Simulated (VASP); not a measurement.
Runs of VASP 6.6.1 on CsH. The structure is that of space group Fm-3m (No. 225), or close to it. The cells are those of the table. 

```csv
cell,gap on the mesh (eV),pressure (GPa)
"a = 4.419, b = 4.419, c = 4.328 Å, angles 60.7, 60.7, 58.6°, 2 atoms",1.80,-0.5
"a = 4.689 Å, angles 60.0°, 2 atoms",(a),-1.9
"a = 4.869 Å, angles 60.0°, 2 atoms",2.14,-2.2
"a = 4.148 Å, angles 60.0°, 2 atoms",(c),1.8
"a = 4.239, b = 4.239, c = 4.148 Å, angles 60.7, 60.7, 58.6°, 2 atoms",1.56,1.2
"a = 4.328 Å, angles 60.0°, 2 atoms",(b),-0.1
```

Alike in all rows: task single point; level LDA; potentials or basis VASP PAW LDA potentials, release 64 (Cs_sv, H); no spin polarisation; k mesh 8 × 8 × 8; cutoff (eV) 520; smearing gaussian 0.05 eV.

Question: Fill in the values left out.

Answer: (a) 2.07; (b) 1.74; (c) 1.49.

Caveats: spin-orbit coupling is left out, which moves the levels of the heavy elements.

A k mesh can miss the band edges, and the runs leave out spin-orbit coupling on Cs.
